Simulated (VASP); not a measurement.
# P5N2 (P2/m) in VASP: a series of runs, part 2 of 2

VASP 6.6.1.

### Step 4. Relaxation of cell and atoms, PBE

Contents of INCAR:

```
PREC = Accurate ; ENCUT = 600
EDIFF = 1E-6 ; ISMEAR = 0
SIGMA = 0.1 ; LREAL = F
LASPH = T ; NELM = 60
ALGO = Normal ; ISIF = 3
LWAVE = F ; LCHARG = F
GGA = PE ; IBRION = 2
NSW = 90 ; EDIFFG = -0.04
```

Contents of KPOINTS:

```
regular mesh
0
Gamma
  4 10 4
```

Contents of POSCAR:

```
P5N2
1.0
    3.9554741100      0.0000000000      0.0000000000
    0.0000000000      1.7694503100      0.0000000000
   -0.8778269700      0.0000000000      5.6020862900
P N
5 2
Direct
    0.2141710100      0.0000000000      0.5706959800
    0.7858289900      0.0000000000      0.4293040200
    0.6431190200      0.0000000000      0.7146679600
    0.3568809800      0.0000000000      0.2853320400
    0.5000000000      0.0000000000      0.0000000000
    0.0734870000      0.0000000000      0.8524150100
    0.9265130000      0.0000000000      0.1475849900
```

Potentials or basis: VASP PAW PBE potentials, release 64 (P, N).

The run is started by

```console
$ cat potpaw_PBE.64/P/POTCAR potpaw_PBE.64/N/POTCAR > POTCAR
$ mpirun -np 1 vasp_std > vasp.out
```

OUTCAR:

```text
PREC = Accurate
   ENCUT = 600
   EDIFF = 1E-6
   ISMEAR = 0
   LREAL = F
   LASPH = T
   NELM = 60
   ISIF = 3
   GGA = PE
   IBRION = 2
   NSW = 90
   EDIFFG = -0.04

 ion  position               nearest neighbor table
   1  0.214  0.000  0.571-   2 1.76   3 1.77   6 1.77   4 1.79   2 2.49   2 2.49   3 2.50   3 2.50
                             2 2.51   3 2.52   4 2.52   4 2.52   5 2.52
   2  0.786  0.000  0.429-   1 1.76   4 1.77   7 1.77   3 1.79   1 2.49   1 2.49   4 2.50   4 2.50
                             1 2.51   4 2.52   3 2.52   3 2.52   5 2.52
   3  0.643  0.000  0.715-   6 1.76   1 1.77   2 1.79   5 1.79   1 2.50   1 2.50   1 2.52   2 2.52
                             2 2.52   5 2.52   5 2.52   4 2.52
   4  0.357  0.000  0.285-   7 1.76   2 1.77   1 1.79   5 1.79   2 2.50   2 2.50   2 2.52   1 2.52
                             1 2.52   5 2.52   5 2.52   3 2.52
   5  0.500  0.000  0.000-   6 1.76   7 1.76   3 1.79   4 1.79   1 2.52   2 2.52   3 2.52   4 2.52
                             3 2.52   4 2.52
   6  0.073  0.000  0.852-   3 1.76   5 1.76   1 1.77
   7  0.927  0.000  0.148-   4 1.76   5 1.76   2 1.77

  LATTYP: Found a simple monoclinic cell.
 ALAT       =     3.9554741100
 B/A-ratio  =     0.4473421544
 C/A-ratio  =     1.4335690839
 COS(beta)  =    -0.1548074108

  Lattice vectors:

 A1 = (   3.9554741100,   0.0000000000,   0.0000000000)
 A2 = (   0.0000000000,   1.7694503100,   0.0000000000)
 A3 = (  -0.8778269700,   0.0000000000,   5.6020862900)

Analysis of symmetry for initial positions (statically):
=====================================================================
 Subroutine PRICEL returns:
 Original cell was already a primitive cell.

 Routine SETGRP: Setting up the symmetry group for a
 simple monoclinic supercell.

 Subroutine GETGRP returns: Found  4 space group operations
 (whereof  4 operations were pure point group operations)
 out of a pool of  4 trial point group operations.

The static configuration has the point symmetry C_2h.

Analysis of symmetry for dynamics (positions and initial velocities):
=====================================================================
 Subroutine PRICEL returns:
 Original cell was already a primitive cell.

 Routine SETGRP: Setting up the symmetry group for a
 simple monoclinic supercell.

 Subroutine GETGRP returns: Found  4 space group operations
 (whereof  4 operations were pure point group operations)
 out of a pool of  4 trial point group operations.

The dynamic configuration has the point symmetry C_2h.

 Subroutine INISYM returns: Found  4 space group operations
 (whereof  4 operations are pure point group operations),
 and found     1 'primitive' translations

----------------------------------------------------------------------------------------

                                     Primitive cell

  volume of cell :      39.2091

  direct lattice vectors                    reciprocal lattice vectors
     3.955474110  0.000000000  0.000000000     0.252814194  0.000000000  0.039615084
     0.000000000  1.769450310  0.000000000     0.000000000  0.565147263  0.000000000
    -0.877826970  0.000000000  5.602086290     0.000000000  0.000000000  0.178504926

  length of vectors
     3.955474110  1.769450310  5.670445396     0.255899144  0.565147263  0.178504926

  position of ions in fractional coordinates (direct lattice)
     0.214171010  0.000000000  0.570695980
     0.785828990  0.000000000  0.429304020
     0.643119020  0.000000000  0.714667960
     0.356880980  0.000000000  0.285332040
     0.500000000  0.000000000  0.000000000
     0.073487000  0.000000000  0.852415010
     0.926513000  0.000000000  0.147584990

  ion indices of the primitive-cell ions
   primitive index   ion index
                 1           1
[... 21 lines left out ...]

  Length of vectors
     0.063974786  0.056514726  0.044626232

  Shift w.r.t. Gamma in fractional coordinates (k-lattice)
     0.000000000  0.000000000  0.000000000

 Subroutine IBZKPT returns following result:
 ===========================================

 Found     60 irreducible k-points:

 Following reciprocal coordinates:
            Coordinates               Weight
  0.000000  0.000000  0.000000      1.000000
  0.250000  0.000000  0.000000      2.000000
  0.500000  0.000000  0.000000      1.000000
  0.000000  0.100000  0.000000      2.000000
  0.250000  0.100000  0.000000      4.000000
  0.500000  0.100000  0.000000      2.000000
[... 16 lines left out ...]
  0.000000  0.100000  0.250000      4.000000
  0.250000  0.100000  0.250000      4.000000
 [... further k-points ...]
   k-points           NKPTS =     60   k-points in BZ     NKDIM =     60   number of bands    NBANDS=     21
   number of dos      NEDOS =    301   number of ions     NIONS =      7
   total plane-waves  NPLWV =  21504
   dimension x,y,z NGX =    32 NGY =   14 NGZ =   48
   dimension x,y,z NGXF=    64 NGYF=   28 NGZF=   96
   ions per type =               5   2
   NGX,Y,Z   is equivalent  to a cutoff of  13.45, 13.15, 14.07 a.u.
   NGXF,Y,Z  is equivalent  to a cutoff of  26.90, 26.31, 28.15 a.u.
 SYSTEM =  unknown system
   PREC   = accura    normal or accurate (medium, high low for compatibility)
   ISTART =      0    job   : 0-new  1-cont  2-samecut
   ICHARG =      2    charge: 1-file 2-atom 10-const
   ISPIN  =      1    spin polarized calculation?
   LNONCOLLINEAR =      F non collinear calculations
   LSORBIT =      F    spin-orbit coupling
   LASPH  =      T    aspherical Exc in radial PAW
   ENCUT  =  600.0 eV  44.10 Ry    6.64 a.u.   7.90  3.53 11.33*2*pi/ulx,y,z
   NELM   =     60;   NELMIN=  2; NELMDL= -5     # of ELM steps
   EDIFF  = 0.1E-05   stopping-criterion for ELM
   LREAL  =      F    real-space projection
   EDIFFG = -.4E-01   stopping-criterion for IOM
   NSW    =     90    number of steps for IOM
   IBRION =      2    ionic relax: 0-MD 1-quasi-New 2-CG
   NFREE  =      1    steps in history (QN), initial steepest desc. (CG)
   ISIF   =      3    stress and relaxation
   ISYM   =      2    0-nonsym 1-usesym 2-fastsym
   POTIM  = 0.5000    time-step for ionic-motion
   TEBEG  =    0.0;   TEEND  =   0.0 temperature during run
   PSTRESS=    0.0 pullay stress
   NELECT =      35.0000    total number of electrons
   NUPDOWN=      -1.0000    fix difference up-down
   EMIN   =  10.00;   EMAX   =-10.00  energy-range for DOS
   EFERMI =   0.00;   METHOD = LEGACY
   ISMEAR =     0;   SIGMA  =   0.10  broadening in eV -4-tet -1-fermi 0-gaus
   EFERMI_NEDOS =   21; number of points for ismear=-14 and -15
   IALGO  =     38    algorithm
   IMIX   =      4    mixing-type and parameters
     AMIX     =   0.40;   BMIX     =  1.00
     AMIX_MAG =   1.60;   BMIX_MAG =  1.00
  volume/ion in A,a.u.               =       5.60        37.80
  Fermi-wavevector in a.u.,A,eV,Ry     =   1.576287  2.978750 33.806130  2.484680
  Thomas-Fermi vector in A             =   2.677143
   LORBIT       =      0    0 simple, 1 ext, 2 COOP (PROOUT), +10 PAW based schemes
   GGA     = PE    functional components
   LHFCALC =     F    Hartree Fock is set to
   AEXX    =    0.0000 exact exchange contribution
   IVDW    =     0    specifies the selected vdW correction
   LEPSILON=     F    determine dielectric tensor
   LRPA    =     F    only Hartree local field effects (RPA)
 conjugate gradient relaxation of ions
 non-spin polarized calculation
 Gauss-broadening in eV      SIGMA  =   0.10
  energy-cutoff  :      600.00
  volume of cell :       39.21
 maximum number of plane-waves:      1334
   NGX = 15   NGY =  7   NGZ = 23

--------------------------------------- Ionic step        1  -------------------------------------------

 number of electron      35.0000000 magnetization

 Free energy of the ion-electron system (eV)
  ---------------------------------------------------
  ext. energy  EPLUGINS =         0.00000000
  ---------------------------------------------------
  free energy    TOTEN  =         3.96248296 eV

  energy without entropy =        3.97012343  energy(sigma->0) =        3.96630319

 E-fermi :  23.4028     XC(G=0): -15.4297

 val. band max:       23.3906240946   @ k =   0.5000   0.2000   0.0000
 cond. band min:      23.4078204972   @ k =   0.0000   0.2000   0.2500
 fundamental gap:      0.0171964026
 Fermi energy:        23.4027826035
[... 1277 lines left out ...]
  FREE ENERGIE OF THE ION-ELECTRON SYSTEM (eV)
  ---------------------------------------------------
  free  energy   TOTEN  =       -37.2464177726 eV

  energy  without entropy=      -37.2312377619  energy(sigma->0) =      -37.23882777

[... ionic steps 4 to 31 ...]

--------------------------------------- Ionic step       32  -------------------------------------------

 number of electron      34.9999995 magnetization

------------------------ aborting loop because EDIFF is reached ----------------------------------------
[... 77 lines left out ...]
--------------------------------------- Ionic step       34  -------------------------------------------

 number of electron      34.9999996 magnetization

 Free energy of the ion-electron system (eV)
  ---------------------------------------------------
  ext. energy  EPLUGINS =         0.00000000
  ---------------------------------------------------
  free energy    TOTEN  =       -40.27051810 eV

  energy without entropy =      -40.26108820  energy(sigma->0) =      -40.26580315

 E-fermi :   9.4836     XC(G=0): -11.4534

 val. band max:        9.4680560389   @ k =   0.0000   0.3000   0.2500
 cond. band min:       9.4935475204   @ k =   0.2500   0.3000   0.5000
 fundamental gap:      0.0254914815
 Fermi energy:         9.4836156994
[... 610 lines left out ...]
  FREE ENERGIE OF THE ION-ELECTRON SYSTEM (eV)
  ---------------------------------------------------
  free  energy   TOTEN  =       -40.2705180991 eV

  energy  without entropy=      -40.2610882009  energy(sigma->0) =      -40.26580315

 reached required accuracy - stopping structural energy minimisation
```

It took 8.8 min on 1 thread of AMD EPYC 9R45 (Zen 5), shared host; peak memory 0.15 GiB.

Results:

```yaml
Free_energy: -40.2705 eV
Relaxed_volume: 12.09 Å³/atom
Relaxed_cell: a = 4.682 Å, b = 2.515 Å, c = 7.436 Å, α = 90.00°, β = 104.77°, γ = 90.00°
Space_group_after_relaxing_to_0.05_Å: P2/m (No. 10)
Energy_gained_by_relaxing: 6319.0 meV/atom
Ionic_steps: 34
Pressure_after_relaxing: 0.0 GPa
Largest_force_after_relaxing: 0.025 eV/Å
```

Forces in eV/Å, atoms in the order of the input:
```
P    0.012  0.000 -0.008
P   -0.012  0.000  0.008
P    0.013  0.000  0.005
P   -0.013  0.000 -0.005
P    0.000  0.000  0.000
N    0.025  0.000 -0.003
N   -0.025  0.000  0.003
```

The path:
| step | energy change (eV) | largest force (eV/Å) | pressure (GPa) | volume (Å³) |
| --- | --- | --- | --- | --- |
| 1 | 0.0000 | 11.9383 | 546.42 | 39.21 |
| 2 | -13.8467 | 5.0165 | -27.59 | 276.41 |
| 3 | -41.2089 | 2.8548 | -18.79 | 103.48 |
| 4 | -41.7410 | 2.7904 | -15.09 | 97.69 |
| 5 | -42.3446 | 2.3575 | 2.99 | 82.52 |
| 6 | -42.3674 | 2.4755 | -1.76 | 85.38 |
| 7 | -42.3675 | 2.4294 | 0.08 | 84.22 |
| 8 | -43.0365 | 1.1964 | 2.47 | 83.92 |
| 9 | -43.1471 | 3.9008 | 9.93 | 83.34 |
| 10 | -43.2409 | 1.9200 | 5.03 | 83.68 |
| 11 | -43.2535 | 2.7507 | 7.04 | 83.53 |
| 12 | -43.5005 | 1.7590 | 3.10 | 85.15 |
| 13 | -43.5408 | 1.2264 | 1.11 | 86.10 |
| 14 | -43.6436 | 0.7424 | -0.76 | 86.36 |
| 15 | -43.6892 | 1.1869 | -2.70 | 86.64 |
| 16 | -43.7736 | 0.8791 | -0.96 | 85.89 |
| 17 | -43.8226 | 0.9392 | 2.27 | 84.66 |
| 18 | -43.9078 | 0.8402 | 1.61 | 84.94 |
| 19 | -44.0678 | 0.7426 | 0.02 | 85.75 |
| 20 | -43.9365 | 1.3611 | -1.97 | 87.32 |
| 21 | -44.0892 | 0.9302 | -0.68 | 86.23 |
| 22 | -44.1743 | 0.3683 | -2.72 | 86.09 |
| 23 | -44.1743 | 0.3496 | -2.68 | 86.09 |
| 24 | -44.2113 | 0.3207 | 0.91 | 84.07 |
| 25 | -44.2117 | 0.3128 | 0.57 | 84.25 |
| 26 | -44.2195 | 0.2694 | -0.17 | 84.31 |
| 27 | -44.2195 | 0.2579 | -0.14 | 84.31 |
| 28 | -44.2274 | 0.1345 | 0.20 | 84.25 |
| 29 | -44.2294 | 0.0954 | 0.50 | 84.20 |
| 30 | -44.2315 | 0.0675 | -0.07 | 84.59 |
| 31 | -44.2317 | 0.0710 | -0.31 | 84.76 |
| 32 | -44.2324 | 0.0632 | 0.05 | 84.68 |
| 33 | -44.2324 | 0.0667 | 0.07 | 84.67 |
| 34 | -44.2330 | 0.0255 | -0.02 | 84.66 |

Final structure:
```
P N
1.0
     4.67229    0.00000   -0.29509
     0.00000    2.51502    0.00000
    -1.43822    0.00000    7.29553
P N
5 2
Direct
  0.23786 0.00000 0.58868
  0.76214 0.00000 0.41132
  0.77296 0.00000 0.76649
  0.22704 0.00000 0.23351
  0.50000 0.00000 0.00000
  0.15160 0.00000 0.79845
  0.84840 0.00000 0.20155
```

Caveat: the k points lie up to 0.35 Å⁻¹ apart in the final cell; the volume moved by over 15 % at a fixed basis, so the end points are rough.

### Step 5. Overview

```tsv
task	cell	cutoff (eV)	gap on the mesh (eV)	pressure (GPa)	largest force (eV/Å)
single point	a = 3.955, b = 1.769, c = 5.670 Å, angles 90.0, 98.9, 90.0°, 7 atoms	520	none	546.5	11.94
single point	a = 4.723, b = 2.591, c = 7.612 Å, angles 90.0, 105.5, 90.0°, 7 atoms	520	none	-0.3	0.09
relaxation of cell and atoms	relaxed from a = 3.955, b = 1.769, c = 5.670 Å, angles 90.0, 98.9, 90.0°, 7 atoms	600	none	0.0	0.03
```

Alike in all rows: level PBE; potentials or basis VASP PAW PBE potentials, release 64 (P, N); no spin polarisation; k mesh 4 × 10 × 4; smearing gaussian 0.1 eV.

Caveats: some runs use coarse meshes; forces of over 1 eV/Å act on the atoms, so gaps and moduli don't describe the material at rest (some runs); the volume moved by over 15 % at a fixed basis, so the end points are rough (some runs).

Total energies depend on the potentials used, so only differences within one code and one set of settings carry meaning.
